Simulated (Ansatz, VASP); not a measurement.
# One calculation of GeW4, two programs

```
CELL_PARAMETERS angstrom
5.33407 0.00000 0.00000
-2.66704 4.61944 0.00000
0.00000 0.00000 4.96542
ATOMIC_POSITIONS crystal
Ge 0.00000 0.00000 0.00000
W 0.50000 0.00000 0.50000
W 0.00000 0.50000 0.50000
W 0.50000 0.50000 0.50000
W 0.00000 0.00000 0.50000
```

Alike in both runs: functional PBE; k mesh 12 × 12 × 8; occupations gaussian, width 0.1 eV; no spin polarisation.

Ansatz relaxed the structure, and its values are those at the end. VASP's run is a single point on that final structure, the one shown.

|  | VASP | Ansatz |
| --- | --- | --- |
| version | VASP 6.6.1 | Ansatz 0.2.0 |
| potentials or method | VASP PAW PBE potentials, release 64 (Ge_d, W_sv), cutoff 520 eV | scalar-relativistic, plane waves, PAW |
| valence electrons in the cell | 70 | 70 |

|  | VASP | Ansatz | Ansatz less VASP |
| --- | --- | --- | --- |
| gap on the k mesh at the Fermi level (eV) | none | none | - |
| pressure (GPa) | 0.3 | 0.0 | -0.29 |

A gap of «none» marks a metal or a gap that the smearing closes. The functional is the same, so the differences come from potentials, cutoffs and numerics.

Neither program's run includes spin-orbit coupling.
